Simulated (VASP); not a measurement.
# C (Fd-3m) in VASP: further runs, part 2 of 2

VASP 6.6.1. Earlier steps stand in the parts before.

### 4 Relaxation of cell and atoms, PBE+D3(BJ)

Contents of INCAR:

```
PREC     = Accurate       # precision mode
ENCUT    = 600            # plane-wave cutoff, eV
EDIFF    = 1E-6           # SCF threshold, eV
ISMEAR   = 0              # smearing method
SIGMA    = 0.02           # smearing width, eV
LREAL    = False          # projectors in reciprocal space
LASPH    = True           # aspherical terms in the spheres
NELM     = 100            # most SCF steps
ALGO     = Normal         # electronic algorithm
ISIF     = 3              # what is computed and relaxed
LWAVE    = False          # write WAVECAR
LCHARG   = False          # write CHGCAR
GGA      = PE             # functional
IVDW     = 12             # dispersion correction
IBRION   = 2              # ionic algorithm
NSW      = 100            # ionic steps
EDIFFG   = -0.005         # ionic threshold
```

Contents of KPOINTS:

```
regular mesh
0
Gamma
  12 12 12
```

Contents of POSCAR:

```
C
1.0
    0.0000000000      1.7834000000      1.7834000000
    1.7834000000      0.0000000000      1.7834000000
    1.7834000000      1.7834000000      0.0000000000
C
2
Direct
    0.5000000000      0.5000000000      0.5000000000
    0.7500000000      0.7500000000      0.7500000000
```

Potentials or basis: VASP PAW PBE potentials, release 64 (C).

The run is started by

```bash
$ cat potpaw_PBE.64/C/POTCAR > POTCAR
$ mpirun -np 1 vasp_std > vasp.out
```

OUTCAR:

```text
PREC = Accurate
   ENCUT = 600
   EDIFF = 1E-6
   ISMEAR = 0
   LREAL = False
   LASPH = True
   NELM = 100
   ISIF = 3
   GGA = PE
   IVDW = 12
   IBRION = 2
   NSW = 100
   EDIFFG = -0.005
 IVDW          = 12

 ion  position               nearest neighbor table
   1  0.500  0.500  0.500-   2 1.54   2 1.54   2 1.54   2 1.54
   2  0.750  0.750  0.750-   1 1.54   1 1.54   1 1.54   1 1.54

  LATTYP: Found a face centered cubic cell.
 ALAT       =     3.5668000000

  Lattice vectors:

 A1 = (   0.0000000000,   1.7834000000,   1.7834000000)
 A2 = (   1.7834000000,   0.0000000000,   1.7834000000)
 A3 = (   1.7834000000,   1.7834000000,   0.0000000000)

Analysis of symmetry for initial positions (statically):
=====================================================================
 Subroutine PRICEL returns:
 Original cell was already a primitive cell.

 Routine SETGRP: Setting up the symmetry group for a
 face centered cubic supercell.

 Subroutine GETGRP returns: Found 48 space group operations
 (whereof 24 operations were pure point group operations)
 out of a pool of 48 trial point group operations.

The static configuration has the point symmetry T_d .
 The point group associated with its full space group is O_h .

Analysis of symmetry for dynamics (positions and initial velocities):
=====================================================================
 Subroutine PRICEL returns:
 Original cell was already a primitive cell.

 Routine SETGRP: Setting up the symmetry group for a
 face centered cubic supercell.

 Subroutine GETGRP returns: Found 48 space group operations
 (whereof 24 operations were pure point group operations)
 out of a pool of 48 trial point group operations.

The dynamic configuration has the point symmetry T_d .
 The point group associated with its full space group is O_h .

 Subroutine INISYM returns: Found 48 space group operations
 (whereof 24 operations are pure point group operations),
 and found     1 'primitive' translations

----------------------------------------------------------------------------------------

[... 106 lines left out ...]
   EFERMI =   0.00;   METHOD = LEGACY
   ISMEAR =     0;   SIGMA  =   0.02  broadening in eV -4-tet -1-fermi 0-gaus
   EFERMI_NEDOS =   21; number of points for ismear=-14 and -15
   IALGO  =     38    algorithm
   IMIX   =      4    mixing-type and parameters
     AMIX     =   0.40;   BMIX     =  1.00
     AMIX_MAG =   1.60;   BMIX_MAG =  1.00
  volume/ion in A,a.u.               =       5.67        38.28
  Fermi-wavevector in a.u.,A,eV,Ry     =   1.457178  2.753668 28.890189  2.123369
  Thomas-Fermi vector in A             =   2.574010
   LORBIT       =      0    0 simple, 1 ext, 2 COOP (PROOUT), +10 PAW based schemes
   GGA     = PE    functional components
   LHFCALC =     F    Hartree Fock is set to
   AEXX    =    0.0000 exact exchange contribution
   IVDW    =    12    specifies the selected vdW correction
   LEPSILON=     F    determine dielectric tensor
   LRPA    =     F    only Hartree local field effects (RPA)
 conjugate gradient relaxation of ions
 non-spin polarized calculation
 Gauss-broadening in eV      SIGMA  =   0.02
  energy-cutoff  :      600.00
  volume of cell :       11.34
 maximum number of plane-waves:       388
   NGX =  9   NGY =  9   NGZ =  9

--------------------------------------- Ionic step        1  -------------------------------------------

 number of electron       7.9999999 magnetization

 Free energy of the ion-electron system (eV)
  ---------------------------------------------------
  ext. energy  EPLUGINS =         0.00000000
  ---------------------------------------------------
  free energy    TOTEN  =       -18.19009631 eV

  energy without entropy =      -18.19009631  energy(sigma->0) =      -18.19009631

------------------------ aborting loop because EDIFF is reached ----------------------------------------

 Edisp (eV)   -0.38258

 E8    (eV) :    -0.1101
[... 31 lines left out ...]
--------------------------------------- Ionic step        2  -------------------------------------------

 number of electron       7.9999999 magnetization

 E-fermi :  10.1078     XC(G=0): -13.3442

 val. band max:        9.9990732809   @ k =   0.0000   0.0000   0.0000
 cond. band min:      14.1950851410   @ k =   0.3333   0.3333   0.0000
 fundamental gap:      4.1960118602
 Fermi energy:        10.1078463605

 k-point     1 :       0.0000    0.0000    0.0000
  band No.  band energies     occupation
      1     -11.7287      2.00000
      2       9.9991      2.00000
      3       9.9991      2.00000
      4       9.9991      2.00000
      5      15.6405      0.00000
      6      15.6405      0.00000
      7      15.6405      0.00000
      8      23.7589      0.00000
[... 292 lines left out ...]
--------------------------------------- Ionic step        3  -------------------------------------------

 number of electron       7.9999999 magnetization

 Free energy of the ion-electron system (eV)
  ---------------------------------------------------
  ext. energy  EPLUGINS =         0.00000000
  ---------------------------------------------------
  free energy    TOTEN  =       -18.18798002 eV

  energy without entropy =      -18.18798002  energy(sigma->0) =      -18.18798002

 E-fermi :   9.9299     XC(G=0): -13.2925

 val. band max:        9.8489334475   @ k =   0.0000   0.0000   0.0000
 cond. band min:      14.0212591331   @ k =   0.3333   0.3333   0.0000
 fundamental gap:      4.1723256856
 Fermi energy:         9.9298589814

 k-point     1 :       0.0000    0.0000    0.0000
  band No.  band energies     occupation
      1     -11.7394      2.00000
      2       9.8489      2.00000
      3       9.8489      2.00000
      4       9.8489      2.00000
      5      15.4621      0.00000
      6      15.4621      0.00000
      7      15.4621      0.00000
      8      23.3708      0.00000
[... 286 lines left out ...]
  FREE ENERGIE OF THE ION-ELECTRON SYSTEM (eV)
  ---------------------------------------------------
  free  energy   TOTEN  =       -18.5737558063 eV

  energy  without entropy=      -18.5737558063  energy(sigma->0) =      -18.57375581

 reached required accuracy - stopping structural energy minimisation
```

CONTCAR:

```text
C
   1.00000000000000
     0.0000000000000000    1.7784457429908163    1.7784457429908163
     1.7784457429908163   -0.0000000000000000    1.7784457429908163
     1.7784457429908163    1.7784457429908163    0.0000000000000000
  C
     2
Direct
     0.5000000000000000    0.5000000000000000    0.5000000000000000
     0.7500000000000000    0.7500000000000000    0.7500000000000000

  0.00000000E+00  0.00000000E+00  0.00000000E+00
  0.00000000E+00  0.00000000E+00  0.00000000E+00
```

It took 5.8 s on 1 thread of Intel Xeon 6975P-C (Granite Rapids), shared host; peak memory 0.13 GiB.

Results:

| Property | Result |
| --- | --- |
| Free energy | -18.5738 eV |
| Relaxed volume | 5.62 Å³/atom |
| Relaxed cell | a = 2.515 Å, b = 2.515 Å, c = 2.515 Å, α = 60.00°, β = 60.00°, γ = 60.00° |
| Space group after relaxing (to 0.05 Å) | Fd-3m (No. 227) |
| Energy gained by relaxing | 0.5 meV/atom |
| Ionic steps | 3 |
| Pressure after relaxing | 0.0 GPa |
| Band gap on the k mesh | 4.17 eV, indirect (least direct gap 5.61 eV) |
| Dispersion energy per atom | -0.193 eV |

Step by step:
| step | energy change (eV) | largest force (eV/Å) | pressure (GPa) | volume (Å³) |
| --- | --- | --- | --- | --- |
| 1 | 0.0000 | 0.0000 | -3.63 | 11.34 |
| 2 | 0.0006 | 0.0000 | 4.63 | 11.13 |
| 3 | -0.0011 | 0.0000 | -0.01 | 11.25 |

Final structure:
```cif
data_structure
_symmetry_space_group_name_H-M 'P 1'
_symmetry_Int_Tables_number 1
_cell_length_a 2.5151
_cell_length_b 2.5151
_cell_length_c 2.5151
_cell_angle_alpha 60.000
_cell_angle_beta 60.000
_cell_angle_gamma 60.000
_cell_volume 11.25
loop_
_atom_site_label
_atom_site_type_symbol
_atom_site_fract_x
_atom_site_fract_y
_atom_site_fract_z
_atom_site_occupancy
C1 C 0.50000 0.50000 0.50000 1
C2 C 0.75000 0.75000 0.75000 1
```

Levels at points of the mesh, in eV from the valence-band top:
```
           k point  band 2  band 3  band 4  band 5  band 6  band 7
(0.00, 0.00, 0.00)    0.00    0.00    0.00    5.61    5.61    5.61
(0.50, 0.00, 0.00)  -13.47   -2.82   -2.82    8.49    8.49    8.96
(0.50, 0.50, 0.00)  -12.82   -6.35   -6.35    4.78    4.78   16.93
```

A k mesh can miss the band edges.

### 5 Summary

| task | cell | k mesh | cutoff (eV) | smearing | gap on the mesh (eV) | pressure (GPa) |
| --- | --- | --- | --- | --- | --- | --- |
| single point | a = 2.522 Å, angles 60.0°, 2 atoms | 8 × 8 × 8 | 520 | gaussian 0.1 eV | 4.13 | -2.9 |
| single point | a = 2.515 Å, angles 60.0°, 2 atoms | 12 × 12 × 12 | 520 | gaussian 0.02 eV | 4.17 | 0.7 |
| relaxation of cell and atoms | relaxed from a = 2.522 Å, angles 60.0°, 2 atoms | 12 × 12 × 12 | 600 | gaussian 0.02 eV | 4.17 | 0.0 |

Alike in all rows: level PBE+D3(BJ); potentials or basis VASP PAW PBE potentials, release 64 (C); no spin polarisation.

Total energies depend on the potentials used, so only differences within one code and one set of settings carry meaning.
